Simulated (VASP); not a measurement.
# Zn (Fd-3m) in VASP: notebook, part 2 of 2

VASP 6.6.1. Earlier steps stand in the parts before.

### 5 Relaxation of cell and atoms, RPBE

This run uses another cell than the first one, of 20.53 Å³/atom.

Contents of INCAR:

```
PREC = Accurate ; ENCUT = 600
EDIFF = 1E-7 ; ISMEAR = -1
SIGMA = 0.1 ; LREAL = F
LASPH = T ; NELM = 80
ALGO = Normal ; ISIF = 3
LWAVE = F ; LCHARG = F
GGA = RP ; IBRION = 2
NSW = 80 ; EDIFFG = -0.01
```

Contents of KPOINTS:

```
Automatic mesh
0
Gamma
  10 10 10
```

Contents of POSCAR:

```
Zn
1.0
    0.0000000000      2.7383746181      2.7383746181
    2.7383746181      0.0000000000      2.7383746181
    2.7383746181      2.7383746181      0.0000000000
Zn
2
Direct
    0.1250000000      0.1250000000      0.1250000000
    0.8750000000      0.8750000000      0.8750000000
```

Run with:

```sh
$ cat potpaw_PBE.64/Zn/POTCAR > POTCAR
$ mpirun -np 1 vasp_std > vasp.out
```

It took 4.1 min on 1 thread of AMD EPYC 7R13, shared host; peak memory 0.17 GiB.

The run converged. Its results:

| Item | Value |
| --- | --- |
| Free energy | -0.6845 eV |
| Relaxed volume | 26.92 Å³/atom |
| Relaxed cell | a = 4.239 Å, b = 4.239 Å, c = 4.239 Å, α = 60.00°, β = 60.00°, γ = 60.00° |
| Space group after relaxing (to 0.1 Å) | Fd-3m (No. 227) |
| Energy gained by relaxing | 151.2 meV/atom |
| Ionic steps | 5 |
| Pressure after relaxing | 0.0 GPa |
| Band gap on the k mesh | zero (bands 12 and 13 overlap by 5.27 eV) |

Step by step:
```
step  energy change (eV)  largest force (eV/Å)  pressure (GPa)  volume (Å³)
   1              0.0000                0.0000           10.36        41.07
   2             -0.2803                0.0000            1.84        49.48
   3             -0.2991                0.0000            0.65        51.95
   4             -0.2910                0.0000           -1.00        57.15
   5             -0.3025                0.0000           -0.03        53.84
```

Final structure:
```
Zn
1.0
     0.00000    2.99711    2.99711
     2.99711    0.00000    2.99711
     2.99711    2.99711    0.00000
Zn
2
Direct
  0.12500 0.12500 0.12500
  0.87500 0.87500 0.87500
```

Levels at points of the mesh, in eV from the Fermi level:
```csv
k point,band 8,band 9,band 10,band 11,band 12,band 13,band 14,band 15,band 16
"(0.00, 0.00, 0.00)",-6.90,-6.90,-6.75,-6.75,4.80,4.80,4.80,6.19,6.29
"(0.50, 0.00, 0.00)",-6.89,-6.74,-6.74,-4.57,-2.81,3.15,3.15,5.05,7.05
"(0.50, 0.50, 0.00)",-6.98,-6.71,-6.71,-3.11,-3.11,1.16,1.16,4.13,4.13
```

Caveat: the volume moved by over 15 % at a fixed basis, so the end points are rough; the PAW data sets were made with another functional, which shifts forces and pressure a little.

### 6 Single point, RPBE

This run uses another cell than the first one, of 26.63 Å³/atom.

Contents of INCAR:

```
ALGO     = Normal         # electronic algorithm
EDIFF    = 1E-7           # SCF threshold, eV
ENCUT    = 520            # plane-wave cutoff, eV
GGA      = RP             # functional
ISIF     = 2              # what is computed and relaxed
ISMEAR   = -1             # smearing method
LASPH    = True           # aspherical terms in the spheres
LCHARG   = False          # write CHGCAR
LREAL    = False          # projectors in reciprocal space
LWAVE    = False          # write WAVECAR
NBANDS   = 19             # bands
NELM     = 60             # most SCF steps
PREC     = Accurate       # precision mode
SIGMA    = 0.1            # smearing width, eV
```

Contents of KPOINTS:

```
k-points
0
Gamma
  15 15 15
```

Contents of POSCAR:

```
Zn
1.0
    0.0000000000      2.9863602757      2.9863602757
    2.9863602757      0.0000000000      2.9863602757
    2.9863602757      2.9863602757      0.0000000000
Zn
2
Direct
    0.1250000000      0.1250000000      0.1250000000
    0.8750000000      0.8750000000      0.8750000000
```

Potentials or basis: VASP PAW PBE potentials, release 64 (Zn).

Run with:

```sh
$ cat potpaw_PBE.64/Zn/POTCAR > POTCAR
$ mpirun -np 1 vasp_std > vasp.out
```

OUTCAR:

```text
EDIFF = 1E-7
   ENCUT = 520
   GGA = RP
   ISIF = 2
   ISMEAR = -1
   LASPH = True
   LREAL = False
   NELM = 60
   PREC = Accurate

 ion  position               nearest neighbor table
   1  0.125  0.125  0.125-   2 2.59   2 2.59   2 2.59   2 2.59
   2  0.875  0.875  0.875-   1 2.59   1 2.59   1 2.59   1 2.59

  LATTYP: Found a face centered cubic cell.
 ALAT       =     5.9727205514

  Lattice vectors:

 A1 = (   0.0000000000,   2.9863602757,   2.9863602757)
 A2 = (   2.9863602757,   0.0000000000,   2.9863602757)
 A3 = (   2.9863602757,   2.9863602757,   0.0000000000)

Analysis of symmetry for initial positions (statically):
=====================================================================
 Subroutine PRICEL returns:
 Original cell was already a primitive cell.

 Routine SETGRP: Setting up the symmetry group for a
 face centered cubic supercell.

 Subroutine GETGRP returns: Found 48 space group operations
 (whereof 12 operations were pure point group operations)
 out of a pool of 48 trial point group operations.

The static configuration has the point symmetry D_3d.
 The point group associated with its full space group is O_h .

Analysis of symmetry for dynamics (positions and initial velocities):
=====================================================================
 Subroutine PRICEL returns:
 Original cell was already a primitive cell.

 Routine SETGRP: Setting up the symmetry group for a
 face centered cubic supercell.

 Subroutine GETGRP returns: Found 48 space group operations
 (whereof 12 operations were pure point group operations)
 out of a pool of 48 trial point group operations.

The dynamic configuration has the point symmetry D_3d.
 The point group associated with its full space group is O_h .

[... 109 lines left out ...]
   NELECT =      24.0000    total number of electrons
   NUPDOWN=      -1.0000    fix difference up-down
   EMIN   =  10.00;   EMAX   =-10.00  energy-range for DOS
   EFERMI =   0.00;   METHOD = LEGACY
   ISMEAR =    -1;   SIGMA  =   0.10  broadening in eV -4-tet -1-fermi 0-gaus
   EFERMI_NEDOS =   21; number of points for ismear=-14 and -15
   IALGO  =     38    algorithm
   IMIX   =      4    mixing-type and parameters
     AMIX     =   0.40;   BMIX     =  1.00
     AMIX_MAG =   1.60;   BMIX_MAG =  1.00
  volume/ion in A,a.u.               =      26.63       179.73
  Fermi-wavevector in a.u.,A,eV,Ry     =   1.255046  2.371693 21.431094  1.575141
  Thomas-Fermi vector in A             =   2.388822
   LORBIT       =      0    0 simple, 1 ext, 2 COOP (PROOUT), +10 PAW based schemes
   GGA     = RP    functional components
   LHFCALC =     F    Hartree Fock is set to
   AEXX    =    0.0000 exact exchange contribution
   IVDW    =     0    specifies the selected vdW correction
   LEPSILON=     F    determine dielectric tensor
   LRPA    =     F    only Hartree local field effects (RPA)
 non-spin polarized calculation
  energy-cutoff  :      520.00
  volume of cell :       53.27
 maximum number of plane-waves:      1459
   NGX = 15   NGY = 15   NGZ = 15

 number of electron      23.9999976 magnetization

 Free energy of the ion-electron system (eV)
  ---------------------------------------------------
  ext. energy  EPLUGINS =         0.00000000
  ---------------------------------------------------
  free energy    TOTEN  =        -0.68881760 eV

  energy without entropy =       -0.65593645  energy(sigma->0) =       -0.67237703

 E-fermi :   0.1857     XC(G=0):  -8.4469

 val. band max:        0.1709148891   @ k =  -0.3333   0.4667   0.2000
 cond. band min:       0.1939826595   @ k =  -0.2000   0.2000   0.0000
 fundamental gap:      0.0230677704
 Fermi energy:         0.1856688409

 k-point     1 :       0.0000    0.0000    0.0000
  band No.  band energies     occupation
      1      -7.2368      2.00000
      2      -7.2368      2.00000
      3      -7.2368      2.00000
      4      -7.2016      2.00000
      5      -7.2016      2.00000
      6      -7.0074      2.00000
[... 505 lines left out ...]
      6      -6.9211      2.00000
[... 11 lines left out ...]
     18       8.6285      0.00000
     19      10.2500      0.00000

 [... further k-points ...]

------------------------ aborting loop because EDIFF is reached ----------------------------------------

  FORCE on cell =-STRESS in cart. coord.  units (eV):
  Direction    XX          YY          ZZ          XY          YZ          ZX
  --------------------------------------------------------------------------------------
  -------------------------------------------------------------------------------------
  Total        0.0336591      0.0336591      0.0336591      0.0000000      0.0000000     -0.0000000
  in kB        1.0124102      1.0124102      1.0124102      0.0000000      0.0000000     -0.0000000
  external PRESSURE =       1.0124102 kB  Pullay stress =       0.0000000 kB

 VOLUME and BASIS-vectors are now :
 -----------------------------------------------------------------------------
  energy-cutoff  :      520.00
  volume of cell :       53.27
      direct lattice vectors                 reciprocal lattice vectors
     0.000000000  2.986360276  2.986360276    -0.167427890  0.167427890  0.167427890
     2.986360276  0.000000000  2.986360276     0.167427890 -0.167427890  0.167427890
     2.986360276  2.986360276  0.000000000     0.167427890  0.167427890 -0.167427890

 POSITION                                       TOTAL-FORCE (eV/Angst)
 -----------------------------------------------------------------------------------
      0.74659      0.74659      0.74659        -0.000000      0.000000     -0.000000
      5.22613      5.22613      5.22613         0.000000     -0.000000      0.000000
 -----------------------------------------------------------------------------------
    total drift:                                0.000000      0.000000     -0.000000

  FREE ENERGIE OF THE ION-ELECTRON SYSTEM (eV)
  ---------------------------------------------------
  free  energy   TOTEN  =        -0.6888176037 eV

  energy  without entropy=       -0.6559364494  energy(sigma->0) =       -0.67237703
```

stdout:

```text
POSCAR found type information on POSCAR Zn
 POSCAR found :  1 types and       2 ions
 scaLAPACK will be used
 -----------------------------------------------------------------------------
|                                                                             |
|                                                                             |
|     You enforced a specific xc type in the INCAR file but a different       |
|     I HOPE YOU KNOW WHAT YOU ARE DOING!                                     |
|                                                                             |
 -----------------------------------------------------------------------------

 LDA part: xc-table for (Slater+PW92), standard interpolation
 POSCAR, INCAR and KPOINTS ok, starting setup
 FFT: planning ... GRIDC
 FFT: planning ... GRID_SOFT
 FFT: planning ... GRID
 WAVECAR not read
 entering main loop
```

Wall time 2.6 min (1 thread of AMD EPYC 7R13, shared host); peak memory 0.2 GiB.

Results:

```yaml
Free_energy: -0.6888 eV
Pressure: 0.1 GPa
Band_gap_on_the_k_mesh: zero (bands 12 and 13 overlap by 5.40 eV)
```

Caveat: the PAW data sets were made with another functional, which shifts forces and pressure a little.

### 7 Summary

```csv
task,cell,k mesh,cutoff (eV),gap on the mesh (eV),pressure (GPa)
single point,"a = 4.279 Å, angles 60.0°, 2 atoms",10 × 10 × 10,520,none,-0.5
single point,"a = 4.333 Å, angles 60.0°, 2 atoms",10 × 10 × 10,520,none,-1.0
single point,"a = 4.386 Å, angles 60.0°, 2 atoms",10 × 10 × 10,520,none,-1.4
relaxation of cell and atoms,"relaxed from a = 3.873 Å, angles 60.0°, 2 atoms",10 × 10 × 10,600,none,0.0
single point,"a = 4.223 Å, angles 60.0°, 2 atoms",15 × 15 × 15,520,none,0.1
```

Alike in all rows: level RPBE; potentials or basis VASP PAW PBE potentials, release 64 (Zn); no spin polarisation; smearing fermi-dirac 0.1 eV.

Caveats: the PAW data sets were made with another functional, which shifts forces and pressure a little; the volume moved by over 15 % at a fixed basis, so the end points are rough (at least some runs).

Absolute energies hang on the potentials; compare differences alone.
